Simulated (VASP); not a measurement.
BN:

```
B N
1.0
     0.00000    1.80750    1.80750
     1.80750    0.00000    1.80750
     1.80750    1.80750    0.00000
B N
1 1
Direct
  0.00000 0.00000 0.00000
  0.75000 0.75000 0.75000
```

Program: VASP 6.6.1. Alike in all runs: task single point; potentials or basis VASP PAW PBE potentials, release 64 (B, N); no spin polarisation; cell as given; k mesh 12 × 12 × 12; smearing gaussian 0.05 eV.

Task: Order these runs on this cell by their pressure, lowest first.
A. level PBE; cutoff (eV) 520
B. level PBEsol; cutoff (eV) 520
C. level PBEsol+D3(BJ); cutoff (eV) 520
D. level BLYP; cutoff (eV) 600

Result: C (-6.3 GPa), B (-2.3 GPa), A (3.3 GPa), D (9.5 GPa).

Caveats: the PAW data sets were made with another functional, which shifts forces and pressure a little (some runs).
